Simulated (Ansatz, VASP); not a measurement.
**Mg3CdTe4 in VASP and in Ansatz**

Contents of INCAR:

```
SYSTEM = Mg3CdTe4
  PREC = Accurate
  ENCUT = 600
  EDIFF = 1E-6
  ISMEAR = 0
  SIGMA = 0.1
  LREAL = .False.
  LASPH = .True.
  NELM = 100
  ALGO = Normal
  ISIF = 3
  LWAVE = .False.
  LCHARG = .False.
  GGA = PE
  IBRION = 2
  NSW = 90
  EDIFFG = -0.04
```

File KPOINTS:

```
Automatic mesh
0
Gamma
  4 4 4
  0 0 0
```

Contents of POSCAR:

```
Mg3CdTe4
1.0
    5.9745349200      0.0000000000      0.0000000000
    0.0000000000      5.9745349200      0.0000000000
    0.0000000000      0.0000000000      5.9745349200
Mg Cd Te
3 1 4
Direct
    0.0000000000      0.0000000000      0.5000000000
    0.0000000000      0.5000000000      0.0000000000
    0.5000000000      0.0000000000      0.0000000000
    0.5000000000      0.5000000000      0.5000000000
    0.7500000000      0.7500000000      0.7500000000
    0.7500000000      0.2500000000      0.2500000000
    0.2500000000      0.7500000000      0.2500000000
    0.2500000000      0.2500000000      0.7500000000
```

Input for Ansatz:

```yaml
crystal:
  lattice:
    - [5.97453492, 0.0, 0.0]
    - [0.0, 5.97453492, 0.0]
    - [0.0, 0.0, 5.97453492]
  atoms:
    - { symbol: Mg, position: [0.0, 0.0, 0.5] }
    - { symbol: Mg, position: [0.0, 0.5, 0.0] }
    - { symbol: Mg, position: [0.5, 0.0, 0.0] }
    - { symbol: Cd, position: [0.5, 0.5, 0.5] }
    - { symbol: Te, position: [0.75, 0.75, 0.75] }
    - { symbol: Te, position: [0.75, 0.25, 0.25] }
    - { symbol: Te, position: [0.25, 0.75, 0.25] }
    - { symbol: Te, position: [0.25, 0.25, 0.75] }
basis:
  ecutwfc: 420
kpoints:
  mp_grid: { grid: [4, 4, 4] }
hamiltonian:
  xc: pbe
scf:
  occupations: { method: gaussian, width: 0.1 }
  lower_state_search: "off"
output:
  forces: true
  stress: true
  eigenvalues: true
relax:
  adjacent_minimum: "off"
  f_tol: 0.04
  max_steps: 70
  cell: { stress_tol: 0.4 }
```

Alike in both runs: task relaxation of cell and atoms; functional PBE; k mesh 4 × 4 × 4; occupations gaussian, width 0.1 eV; no spin polarisation.

|  | VASP | Ansatz |
| --- | --- | --- |
| version | VASP 6.6.1 | Ansatz 0.2.0 |
| potentials or method | VASP PAW PBE potentials, release 64 (Mg, Cd, Te), cutoff 600 eV | scalar-relativistic, plane waves, PAW |
| valence electrons in the cell | 42 | 114 |

Ansatz gave:

- gap on the k mesh at the Fermi level, each at its own relaxed structure (eV): 1.81
- relaxed volume (Å³/atom): 34.58
- relaxed length of the cell vector where the two differ most in proportion (Å): 6.516

Problem. What did VASP give for the same quantities?

Solution. gap on the k mesh at the Fermi level, each at its own relaxed structure (eV): 1.77; relaxed volume (Å³/atom): 34.94; relaxed length of the cell vector where the two differ most in proportion (Å): 6.539.

VASP's potentials hold 42 valence electrons a cell and Ansatz's 114, so a difference there can come from the potentials and not from the codes.

Neither program's run includes spin-orbit coupling. Noted on VASP's run: the volume moved by over 15 % at a fixed basis, so the end points are rough.
